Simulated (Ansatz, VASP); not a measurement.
**FeO in VASP and in Ansatz**

```xyz
4
Lattice="3.0938 0.0000 0.0000 -1.5469 2.6793 0.0000 0.0000 0.0000 5.7335" Properties=species:S:1:pos:R:3 pbc="T T T"
Fe    0.0000    1.7862    0.1375
Fe    1.5469    0.8931    3.0043
O     0.0000    1.7862    2.0532
O     1.5469    0.8931    4.9200
```

Alike in both runs: functional PBE; k mesh 6 × 6 × 4; occupations gaussian, width 0.1 eV; collinear spin.

Ansatz relaxed the structure, and its values are those at the end. VASP's run is a single point on that final structure, the one shown.

```csv
,VASP,Ansatz
version,VASP 6.6.1,Ansatz 0.2.0
potentials or method,"VASP PAW PBE potentials, release 64 (Fe_sv, O), cutoff 600 eV","scalar-relativistic, plane waves, PAW"
valence electrons in the cell,44,44
```

|  | VASP | Ansatz | Ansatz less VASP |
| --- | --- | --- | --- |
| gap on the k mesh at the Fermi level (eV) | none | none | - |
| pressure (GPa) | -2.1 | -0.2 | +1.93 |
| rms of the force components (eV/Å) | 0.010 | 0.009 | -0.0010 |
| net moment per atom (μB) | 2.00 | 2.00 | 0.000 |
| size of the moment on the site where the two differ most (μB) | 3.43 | 3.25 | -0.184 |

Site moments also hang on the region over which each program counts them. A gap of «none» marks a metal or a gap that the smearing closes.

The k mesh is coarse, so the values compare programs but aren't converged.
